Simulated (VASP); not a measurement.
# CoSi2 (Immm) in VASP: single point with PBE

Aim: the single point of CoSi2 with PBE.

Program: VASP 6.6.1. These are calculated values, not measurements. Logs are shortened: lines on timing, memory, paths and dates and some standing lists are left out, and cuts for length are marked.

**1. The cell of the first run**

Symmetry: Immm, No. 71, orthorhombic system. The conventional cell has a = 2.823 Å, b = 3.324 Å, c = 8.041 Å, α = 90.00°, β = 90.00°, γ = 90.00°. Within 3.4 Å of Co (site symmetry mmm) lie 10 Si at 2.54 to 2.72 Å and 4 Co at 2.82 to 3.32 Å. Within 3.4 Å of Si (site symmetry mm2) lie 5 Co at 2.54 to 2.72 Å and 9 Si at 2.59 to 3.32 Å.

**2. Single point, PBE (Ti replaced by Co, lengths x 0.947, strained)**

File INCAR:

```
  ALGO = Fast
  EDIFF = 1E-6
  ENCUT = 520
  GGA = PE
  ISIF = 2
  ISMEAR = 0
  LASPH = T
  LCHARG = T
  LELF = T
  LREAL = F
  LVHAR = T
  LWAVE = F
  NBANDS = 16
  NELM = 80
  PREC = Accurate
  SIGMA = 0.1
```

File KPOINTS:

```
k-points
0
Gamma
  20 20 20
```

File POSCAR:

```
CoSi2
1.0
   -1.4115182290      1.6618139594      4.0203175787
    1.4115182290     -1.6618139594      4.0203175787
    1.4115182290      1.6618139594     -4.0203175787
Co Si
1 2
Direct
    0.0000000000      0.0000000000      0.0000000000
    0.3386450822      0.3386450822      0.0000000000
    0.6613549178      0.6613549178      0.0000000000
```

Potentials or basis: VASP PAW PBE potentials, release 64 (Co, Si).

Launch:

```bash
> cat potpaw_PBE.64/Co/POTCAR potpaw_PBE.64/Si/POTCAR > POTCAR
> mpirun -np 1 vasp_std > vasp.out
```

OUTCAR:

```text
EDIFF = 1E-6
   ENCUT = 520
   GGA = PE
   ISIF = 2
   ISMEAR = 0
   LASPH = T
   LREAL = F
   NELM = 80
   PREC = Accurate

 ion  position               nearest neighbor table
   1  0.000  0.000  0.000-   3 2.54   3 2.54   3 2.54   2 2.54   3 2.54   2 2.54   2 2.54   2 2.54
                             2 2.72   3 2.72
   2  0.339  0.339  0.000-   1 2.54   1 2.54   1 2.54   1 2.54   3 2.59   3 2.61   3 2.61   3 2.61
                             3 2.61   1 2.72
   3  0.661  0.661  0.000-   1 2.54   1 2.54   1 2.54   1 2.54   2 2.59   2 2.61   2 2.61   2 2.61
                             2 2.61   1 2.72

  LATTYP: Found a body centered orthorhombic cell.
 ALAT       =     2.8230364580
 B/A-ratio  =     1.1773237676
 C/A-ratio  =     2.8482222164

  Lattice vectors:

 A1 = (  -1.4115182290,   1.6618139594,   4.0203175787)
 A2 = (   1.4115182290,  -1.6618139594,   4.0203175787)
 A3 = (   1.4115182290,   1.6618139594,  -4.0203175787)

Analysis of symmetry for initial positions (statically):
=====================================================================
 Subroutine PRICEL returns:
 Original cell was already a primitive cell.

 Routine SETGRP: Setting up the symmetry group for a
 body centered orthorhombic supercell.

 Subroutine GETGRP returns: Found  8 space group operations
 (whereof  8 operations were pure point group operations)
 out of a pool of  8 trial point group operations.

The static configuration has the point symmetry D_2h.

Analysis of symmetry for dynamics (positions and initial velocities):
=====================================================================
 Subroutine PRICEL returns:
 Original cell was already a primitive cell.

 Routine SETGRP: Setting up the symmetry group for a
 body centered orthorhombic supercell.

 Subroutine GETGRP returns: Found  8 space group operations
 (whereof  8 operations were pure point group operations)
 out of a pool of  8 trial point group operations.

The dynamic configuration has the point symmetry D_2h.

 Subroutine INISYM returns: Found  8 space group operations
 (whereof  8 operations are pure point group operations),
 and found     1 'primitive' translations

----------------------------------------------------------------------------------------

                                     Primitive cell

  volume of cell :      37.7215

  direct lattice vectors                    reciprocal lattice vectors
    -1.411518229  1.661813959  4.020317579     0.000000000  0.300876038  0.124368284
     1.411518229 -1.661813959  4.020317579     0.354228511  0.000000000  0.124368284
     1.411518229  1.661813959 -4.020317579     0.354228511  0.300876038  0.000000000

  length of vectors
     4.573506617  4.573506617  4.573506617     0.325566983  0.375426834  0.464762550

  position of ions in fractional coordinates (direct lattice)
     0.000000000  0.000000000  0.000000000
     0.338645082  0.338645082  0.000000000
     0.661354918  0.661354918  0.000000000

  ion indices of the primitive-cell ions
   primitive index   ion index
                 1           1
                 2           2
                 3           3

----------------------------------------------------------------------------------------

 KPOINTS: k-points

Automatic generation of k-mesh.
 Grid dimensions read from file:
 generate k-points for:   20   20   20

 Generating k-lattice:

  Cartesian coordinates                     Fractional coordinates (reciprocal lattice)
     0.000000000  0.015043802  0.006218414     0.050000000  0.000000000 -0.000000000
     0.017711426  0.000000000  0.006218414     0.000000000  0.050000000  0.000000000
     0.017711426  0.015043802  0.000000000    -0.000000000  0.000000000  0.050000000

  Length of vectors
     0.016278349  0.018771342  0.023238128

  Shift w.r.t. Gamma in fractional coordinates (k-lattice)
     0.000000000  0.000000000  0.000000000

 Subroutine IBZKPT returns following result:
 ===========================================

 Found   1166 irreducible k-points:

 Following reciprocal coordinates:
            Coordinates               Weight
  0.000000  0.000000  0.000000      1.000000
  0.050000 -0.000000  0.000000      4.000000
  0.100000 -0.000000  0.000000      4.000000
  0.150000 -0.000000  0.000000      4.000000
  0.200000 -0.000000  0.000000      4.000000
  0.250000 -0.000000  0.000000      4.000000
[... 16 lines left out ...]
 -0.450000  0.050000  0.000000      8.000000
 -0.400000  0.050000 -0.000000      8.000000
 [... further k-points ...]
   k-points           NKPTS =   1166   k-points in BZ     NKDIM =   1166   number of bands    NBANDS=     16
   number of dos      NEDOS =    301   number of ions     NIONS =      3
   total plane-waves  NPLWV =  46656
   dimension x,y,z NGX =    36 NGY =   36 NGZ =   36
   dimension x,y,z NGXF=    72 NGYF=   72 NGZF=   72
   ions per type =               1   2
   NGX,Y,Z   is equivalent  to a cutoff of  13.09, 13.09, 13.09 a.u.
   NGXF,Y,Z  is equivalent  to a cutoff of  26.17, 26.17, 26.17 a.u.
 SYSTEM =  unknown system
   PREC   = accura    normal or accurate (medium, high low for compatibility)
   ISTART =      0    job   : 0-new  1-cont  2-samecut
   ICHARG =      2    charge: 1-file 2-atom 10-const
   ISPIN  =      1    spin polarized calculation?
   LNONCOLLINEAR =      F non collinear calculations
   LSORBIT =      F    spin-orbit coupling
   LASPH  =      T    aspherical Exc in radial PAW
   ENCUT  =  520.0 eV  38.22 Ry    6.18 a.u.   8.50  8.50  8.50*2*pi/ulx,y,z
   NELM   =     80;   NELMIN=  2; NELMDL= -5     # of ELM steps
   EDIFF  = 0.1E-05   stopping-criterion for ELM
   LREAL  =      F    real-space projection
   EDIFFG = 0.1E-04   stopping-criterion for IOM
   NSW    =      0    number of steps for IOM
   IBRION =     -1    ionic relax: 0-MD 1-quasi-New 2-CG
   NFREE  =      0    steps in history (QN), initial steepest desc. (CG)
   ISIF   =      2    stress and relaxation
   ISYM   =      2    0-nonsym 1-usesym 2-fastsym
   POTIM  = 0.5000    time-step for ionic-motion
   TEBEG  =    0.0;   TEEND  =   0.0 temperature during run
   PSTRESS=    0.0 pullay stress
   NELECT =      17.0000    total number of electrons
   NUPDOWN=      -1.0000    fix difference up-down
   EMIN   =  10.00;   EMAX   =-10.00  energy-range for DOS
   EFERMI =   0.00;   METHOD = LEGACY
   ISMEAR =     0;   SIGMA  =   0.10  broadening in eV -4-tet -1-fermi 0-gaus
   EFERMI_NEDOS =   21; number of points for ismear=-14 and -15
   IALGO  =     68    algorithm
   IMIX   =      4    mixing-type and parameters
     AMIX     =   0.40;   BMIX     =  1.00
     AMIX_MAG =   1.60;   BMIX_MAG =  1.00
  volume/ion in A,a.u.               =      12.57        84.85
  Fermi-wavevector in a.u.,A,eV,Ry     =   1.255147  2.371885 21.434549  1.575395
  Thomas-Fermi vector in A             =   2.388918
   LORBIT       =      0    0 simple, 1 ext, 2 COOP (PROOUT), +10 PAW based schemes
   GGA     = PE    functional components
   LHFCALC =     F    Hartree Fock is set to
   AEXX    =    0.0000 exact exchange contribution
   IVDW    =     0    specifies the selected vdW correction
   LEPSILON=     F    determine dielectric tensor
   LRPA    =     F    only Hartree local field effects (RPA)
 non-spin polarized calculation
 RMM-DIIS sequential band-by-band and
 Gauss-broadening in eV      SIGMA  =   0.10
  energy-cutoff  :      520.00
  volume of cell :       37.72
 maximum number of plane-waves:      1034
 NGX is ok and might be reduce to    36
   NGX = 17   NGY = 17   NGZ = 17

 number of electron      16.9999999 magnetization

 Free energy of the ion-electron system (eV)
  ---------------------------------------------------
  ext. energy  EPLUGINS =         0.00000000
  ---------------------------------------------------
  free energy    TOTEN  =       -17.91720234 eV

  energy without entropy =      -17.90442350  energy(sigma->0) =      -17.91081292

 E-fermi :  11.1907     XC(G=0): -12.0307

 val. band max:       11.1896259926   @ k =   0.3000  -0.4500   0.0500
 cond. band min:      11.1914896338   @ k =   0.0000   0.1000  -0.0000
 fundamental gap:      0.0018636412
 Fermi energy:        11.1906995217

 k-point     1 :       0.0000    0.0000    0.0000
  band No.  band energies     occupation
      1      -3.0358      2.00000
      2       4.9732      2.00000
      3       6.0888      2.00000
      4       7.8244      2.00000
      5       8.4356      2.00000
      6       9.5734      2.00000
[... 8 lines left out ...]
     15      18.2237      0.00000
     16      21.6818      0.00000

 k-point     2 :       0.0500   -0.0000    0.0000
  band No.  band energies     occupation
      1      -2.9978      2.00000
      2       4.8937      2.00000
      3       6.1627      2.00000
      4       7.7558      2.00000
      5       8.4159      2.00000
      6       9.5805      2.00000
[... 8 lines left out ...]
     15      18.4953      0.00000
     16      21.6625      0.00000

 k-point     3 :       0.1000   -0.0000    0.0000
  band No.  band energies     occupation
      1      -2.8841      2.00000
      2       4.7081      2.00000
      3       6.2944      2.00000
      4       7.5663      2.00000
      5       8.3596      2.00000
      6       9.6009      2.00000
[... 8 lines left out ...]
     15      19.2160      0.00000
     16      21.5997      0.00000

 k-point     4 :       0.1500   -0.0000    0.0000
  band No.  band energies     occupation
      1      -2.6955      2.00000
      2       4.4782      2.00000
      3       6.2843      2.00000
      4       7.3562      2.00000
      5       8.2805      2.00000
      6       9.6317      2.00000
[... 8 lines left out ...]
     15      20.1871      0.00000
     16      21.4846      0.00000

 k-point     5 :       0.2000   -0.0000    0.0000
  band No.  band energies     occupation
      1      -2.4331      2.00000
      2       4.2092      2.00000
      3       5.9895      2.00000
      4       7.2330      2.00000
      5       8.2230      2.00000
      6       9.6632      2.00000
[... 8 lines left out ...]
     15      20.8728      0.00000
     16      21.5397      0.00000

 k-point     6 :       0.2500   -0.0000    0.0000
  band No.  band energies     occupation
      1      -2.0991      2.00000
      2       3.8556      2.00000
      3       5.5801      2.00000
      4       7.0682      2.00000
      5       8.2439      2.00000
      6       9.6359      2.00000
[... 8 lines left out ...]
     15      20.4085      0.00000
     16      21.6567      0.00000
[... 267 lines left out ...]
 k-point    21 :       0.4500    0.0500    0.0000
  band No.  band energies     occupation
      1      -0.0427      2.00000
      2       1.3519      2.00000
      3       5.0153      2.00000
      4       6.0927      2.00000
      5       8.5450      2.00000
      6       9.3717      2.00000
[... 8 lines left out ...]
     15      21.3703      0.00000
     16      21.7771      0.00000

 k-point    22 :       0.5000    0.0500    0.0000
  band No.  band energies     occupation
      1       0.2361      2.00000
      2       1.0495      2.00000
      3       5.1497      2.00000
      4       5.9231      2.00000
      5       8.5366      2.00000
      6       9.3636      2.00000
[... 8 lines left out ...]
     15      21.2557      0.00000
     16      21.9054      0.00000

 k-point    23 :      -0.4500    0.0500    0.0000
  band No.  band energies     occupation
      1      -0.1877      2.00000
      2       1.5283      2.00000
      3       5.2575      2.00000
      4       5.9127      2.00000
      5       8.5018      2.00000
      6       9.3741      2.00000
[... 8 lines left out ...]
     15      21.2617      0.00000
     16      21.3789      0.00000

 k-point    24 :      -0.4000    0.0500   -0.0000
  band No.  band energies     occupation
      1      -0.7347      2.00000
      2       2.2054      2.00000
      3       5.2879      2.00000
      4       6.1068      2.00000
      5       8.4382      2.00000
      6       9.4016      2.00000
[... 8 lines left out ...]
     15      20.7983      0.00000
     16      21.4909      0.00000

 [... further k-points ...]

------------------------ aborting loop because EDIFF is reached ----------------------------------------

  FORCE on cell =-STRESS in cart. coord.  units (eV):
  Direction    XX          YY          ZZ          XY          YZ          ZX
  --------------------------------------------------------------------------------------
  -------------------------------------------------------------------------------------
  Total       -0.9420155     -0.9215622     -3.5533058     -0.0000000      0.0000000      0.0000000
  in kB      -40.0109993    -39.1422697   -150.9224752     -0.0000000      0.0000000      0.0000000
  external PRESSURE =     -76.6919147 kB  Pullay stress =       0.0000000 kB

 VOLUME and BASIS-vectors are now :
 -----------------------------------------------------------------------------
  energy-cutoff  :      520.00
  volume of cell :       37.72
      direct lattice vectors                 reciprocal lattice vectors
    -1.411518229  1.661813959  4.020317579     0.000000000  0.300876038  0.124368284
     1.411518229 -1.661813959  4.020317579     0.354228511  0.000000000  0.124368284
     1.411518229  1.661813959 -4.020317579     0.354228511  0.300876038  0.000000000

 POSITION                                       TOTAL-FORCE (eV/Angst)
 -----------------------------------------------------------------------------------
      0.00000      0.00000      0.00000        -0.000000     -0.000000     -0.000000
      0.00000      0.00000      2.72292         0.000000     -0.000000      0.423417
      0.00000      0.00000      5.31771         0.000000      0.000000     -0.423417
 -----------------------------------------------------------------------------------
    total drift:                               -0.000000     -0.000000      0.000000

  FREE ENERGIE OF THE ION-ELECTRON SYSTEM (eV)
  ---------------------------------------------------
  free  energy   TOTEN  =       -17.9172023406 eV

  energy  without entropy=      -17.9044235017  energy(sigma->0) =      -17.91081292
```

Run time: 35 min. Hardware: 1 thread of Oxide Virtual Turin-like, shared host; peak memory 0.75 GiB.

Results:

```
Free energy            : -17.9172 eV
Pressure               : -7.7 GPa
Largest force          : 0.423 eV/Å
Band gap on the k mesh : zero (an odd number of electrons rules out a gap without spin polarisation)
```

Forces in eV/Å, atoms in the order of the input:
```
Co   0.000  0.000  0.000
Si   0.000  0.000  0.423
Si   0.000  0.000 -0.423
```

Caveat: the cell differs from its parent crystal (Ti replaced by Co, lengths x 0.947, strained); the stress differs along the axes, from -15 to -4 GPa; an odd number of electrons without spin polarisation forces a metal; a magnetic or distorted state may lie lower. Spin polarisation is off, so any magnetic state and its effect on volume and gap are missing.
